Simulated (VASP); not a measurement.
Write the native input for VASP 6.6.1 that does the following.

```
Task                   : single point
Functional             : PBEsol
Potentials or basis    : VASP PAW PBE potentials, release 64 (Ti_sv)
Cutoff                 : 520 eV
k mesh                 : 26 × 26 × 26
Occupations            : gaussian, width 0.15 eV
Spin                   : no spin polarisation
Dipole correction      : no
Further INCAR settings : ALGO = Fast; EDIFF = 1e-07; NBANDS = 12
```

The structure of Ti lies in POSCAR:

```
Ti
1.0
   -1.5248602598      1.5248602598      1.5248602598
    1.5248602598     -1.5248602598      1.5248602598
    1.5248602598      1.5248602598     -1.5248602598
Ti
1
Direct
    0.0000000000      0.0000000000      0.0000000000
```

This cell differs from its parent crystal: strain -0.050 along x and y, -0.050 along z.

These files were run (other wordings do the same):

INCAR

```
PREC = Accurate
ENCUT = 520
EDIFF = 1E-7
ISMEAR = 0
SIGMA = 0.15
LREAL = False
LASPH = True
NELM = 60
ALGO = Fast
ISIF = 2
LWAVE = False
LCHARG = False
GGA = PS
NBANDS = 12
```

KPOINTS

```
Automatic mesh
0
Gamma
  26 26 26
```

Potentials or basis: VASP PAW PBE potentials, release 64 (Ti_sv).

Launch:

```bash
$ cat potpaw_PBE.64/Ti_sv/POTCAR > POTCAR
$ mpirun -np 1 vasp_std > vasp.out
```

Results of the run:

```
Pressure               : 21.6 GPa
Band gap on the k mesh : zero (band 6 reaches 11.37 eV, above the bottom of band 7 at 9.40 eV)
```

Caveat: the cell differs from its parent crystal (strain -0.050 along x and y, -0.050 along z); the PAW data sets were made with another functional, which shifts forces and pressure a little.

Run time: 2 min on 1 thread of Intel(R) Xeon(R) Platinum 8559C (Emerald Rapids), with other jobs on the host, peak memory 0.2 GiB.
